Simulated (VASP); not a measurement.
# HfB: single point with PBE

HfB:

```
Hf B
1.0
     0.00000    2.24070    2.27535
     2.24070    0.00000    2.27535
     2.24070    2.24070    0.00000
Hf B
1 1
Direct
  0.50000 0.50000 0.50000
  0.00000 0.00000 0.00000
```

This cell differs from its parent crystal: strain -0.030 along x and y, -0.015 along z.

| Quantity | Value |
| --- | --- |
| Program | VASP 6.6.1 |
| Task | single point |
| Functional | PBE |
| Potentials or basis | VASP PAW PBE potentials, release 64 (Hf_pv, B) |
| Cutoff | 520 eV |
| k mesh | 18 × 18 × 18 |
| Occupations | gaussian, width 0.15 eV |
| Spin | no spin polarisation |
| Dipole correction | no |
| Further INCAR settings | ALGO = Normal; EDIFF = 1e-06; NBANDS = 14 |

| Quantity | Value |
| --- | --- |
| Pressure | 55.3 GPa |
| Band gap on the k mesh | zero (an odd number of electrons rules out a gap without spin polarisation) |

Stress tensor (GPa, compression positive):
```
58.66  0.00  0.00
 0.00 58.66  0.00
 0.00  0.00 48.73
```

Levels at points of the mesh, in eV from the Fermi level:
```tsv
k point	band 4	band 5	band 6	band 7	band 8	band 9	band 10	band 11
(0.00, 0.00, 0.00)	-9.80	2.13	2.34	2.34	4.10	4.24	4.24	4.41
(0.50, 0.00, 0.00)	-5.26	-3.72	-1.56	-1.49	7.00	7.14	8.28	8.89
(0.50, 0.50, 0.00)	-6.98	-1.30	-0.77	2.75	2.75	6.75	8.61	8.61
(0.50, 0.00, 0.50)	-6.95	-1.33	-0.55	2.57	2.68	6.77	8.49	8.71
```

Run time: 100 s on 1 thread of Intel Xeon 8259CL, on a shared host, peak memory 0.28 GiB.

Caveat: the cell differs from its parent crystal (strain -0.030 along x and y, -0.015 along z); the cell stands under pressure; spin-orbit coupling is left out, which moves the levels of the heavy elements.
